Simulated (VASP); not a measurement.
Here is a VASP 6.6.1 calculation.

Contents of INCAR:

```
PREC     = Accurate       # precision mode
ENCUT    = 520            # plane-wave cutoff, eV
EDIFF    = 1E-7           # SCF threshold, eV
ISMEAR   = 0              # smearing method
SIGMA    = 0.02           # smearing width, eV
LREAL    = Auto         
LASPH    = True           # aspherical terms in the spheres
NELM     = 150            # most SCF steps
ALGO     = Normal         # electronic algorithm
ISIF     = 2              # what is computed and relaxed
LWAVE    = False          # write WAVECAR
LCHARG   = False          # write CHGCAR
ISPIN    = 2              # spin polarisation
MAGMOM   = 0 0 0 0 0 0 0 0 0 0 0 0 0 0 0 0 0 0 0 0 0 0.05 0 # initial moments
LORBIT   = 11             # projections on sites
GGA      = PE             # functional
NBANDS   = 82             # bands
NELECT   = 121.0
```

The input KPOINTS:

```
Automatic mesh
0
Gamma
  2 2 3
```

File POSCAR:

```
Si8O15
1.0
   -4.1564000000     -4.1564000000      0.0000000000
    4.1564000000     -4.1564000000      0.0000000000
    0.0000000000      0.0000000000      5.3204000000
Si O
8 15
Direct
    0.5000000000      0.4938805216      0.0071069844
    0.0000000000      0.5050890193      0.2500000000
    0.5000000000      0.4938805216      0.4928930156
    0.0000000000      0.5028931287      0.7500000000
    0.0000000000      0.0002054663     -0.0015807082
    0.5000000000     -0.0087982389      0.2500000000
    0.0000000000      0.0002054663      0.5015807082
    0.5000000000      0.0212419401      0.7500000000
    0.1984432442      0.5047867145     -0.0026669047
    0.0000000000      0.1974817149      0.2500000000
    0.8015567558      0.5047867145     -0.0026669047
    0.0000000000      0.8074670388      0.2500000000
    0.1984432442      0.5047867145      0.5026669047
    0.0000000000      0.1971071119      0.7500000000
    0.8015567558      0.5047867145      0.5026669047
    0.0000000000      0.8056185641      0.7500000000
    0.6921618468     -0.0078682273     -0.0053646342
    0.5000000000      0.6917019536      0.2500000000
    0.3078381532     -0.0078682273     -0.0053646342
    0.5000000000      0.2976332884      0.2500000000
    0.6921618468     -0.0078682273      0.5053646342
    0.5000000000      0.3146186604      0.7500000000
    0.3078381532     -0.0078682273      0.5053646342
```

Potentials or basis: VASP PAW PBE potentials, release 64 (Si, O).

The run is started by

```bash
$ cat potpaw_PBE.64/Si/POTCAR potpaw_PBE.64/O/POTCAR > POTCAR
$ mpirun -np 1 vasp_std > vasp.out
```

(1) Estimate the site moments.

(2) Estimate the net moment.

(3) Predict the largest force.

Answers

(1) Si +0.08, +0.01, -0.00, +0.00, +0.03; O +0.02, +0.01, +0.00, -0.00, +0.05 μB.

(2) 1.00 μB per cell.

(3) 0.050 eV/Å.

Caveat: the k points lie up to 0.53 Å⁻¹ apart; the cell carries a net charge on a neutralising background, which shifts energy and pressure.
